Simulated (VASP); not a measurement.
Input of a VASP 6.6.1 run:

INCAR

```
SYSTEM = C
ALGO = Normal
DIPOL = 0.5 0.5 0.500
EDIFF = 1E-7
ENCUT = 520
GGA = PE
IDIPOL = 3
ISIF = 2
ISMEAR = 0
IVDW = 12
LASPH = .True.
LCHARG = .False.
LDIPOL = .True.
LREAL = Auto
LWAVE = .False.
NBANDS = 66
NELM = 60
PREC = Accurate
SIGMA = 0.05
```

KPOINTS

```
k-points
0
Gamma
  6 6 1
  0 0 0
```

POSCAR

```
C
1.0
    4.9300990166      0.0000000000      0.0000000000
   -2.4650495083      4.2695909915      0.0000000000
    0.0000000000      0.0000000000     23.6987123416
C
24
Direct
    0.8333333333      0.6666666667      0.3586692761
    0.8333333333      0.1666666667      0.3586692761
    0.3333333333      0.6666666667      0.3586692761
    0.3333333333      0.1666666667      0.3586692761
    0.6666666667      0.3333333333      0.3587372125
    0.6666666667      0.8333333333      0.3587372125
    0.1666666667      0.3333333333      0.3587372125
    0.1666666667      0.8333333333      0.3587372125
    0.1666666667      0.8333333333      0.4999660318
    0.1666666667      0.3333333333      0.4999660318
    0.6666666667      0.8333333333      0.4999660318
    0.6666666667      0.3333333333      0.4999660318
    0.0000000000      0.5000000000      0.5000339682
    0.0000000000      0.0000000000      0.5000339682
    0.5000000000      0.5000000000      0.5000339682
    0.5000000000      0.0000000000      0.5000339682
    0.5000000000      0.0000000000      0.6412627875
    0.5000000000      0.5000000000      0.6412627875
    0.0000000000      0.0000000000      0.6412627875
    0.0000000000      0.5000000000      0.6412627875
    0.3333333333      0.6666666667      0.6413307239
    0.3333333333      0.1666666667      0.6413307239
    0.8333333333      0.6666666667      0.6413307239
    0.8333333333      0.1666666667      0.6413307239
```

Potentials or basis: VASP PAW PBE potentials, release 64 (C).

Run with:

```console
$ cat potpaw_PBE.64/C/POTCAR > POTCAR
$ mpirun -np 1 vasp_std > vasp.out
```

Predict the band gap on the k mesh.

0.02 eV.

What does it give for the dispersion energy per atom?

-0.132 eV.

What does it give for the largest force?

0.016 eV/Å.

Forces in eV/Å, atoms in the order of the input:
```
C    0.000  0.000  0.008
C    0.000  0.000  0.008
C    0.000  0.000  0.008
C    0.000  0.000  0.008
C    0.000  0.000 -0.016
C    0.000  0.000 -0.016
C    0.000  0.000 -0.016
C    0.000  0.000 -0.016
C    0.000  0.000 -0.002
C    0.000  0.000 -0.002
C    0.000  0.000 -0.002
C    0.000  0.000 -0.002
C    0.000  0.000  0.002
C    0.000  0.000  0.002
C    0.000  0.000  0.002
C    0.000  0.000  0.002
C    0.000  0.000  0.016
C    0.000  0.000  0.016
C    0.000  0.000  0.016
C    0.000  0.000  0.016
C    0.000  0.000 -0.008
C    0.000  0.000 -0.008
C    0.000  0.000 -0.008
C    0.000  0.000 -0.008
```
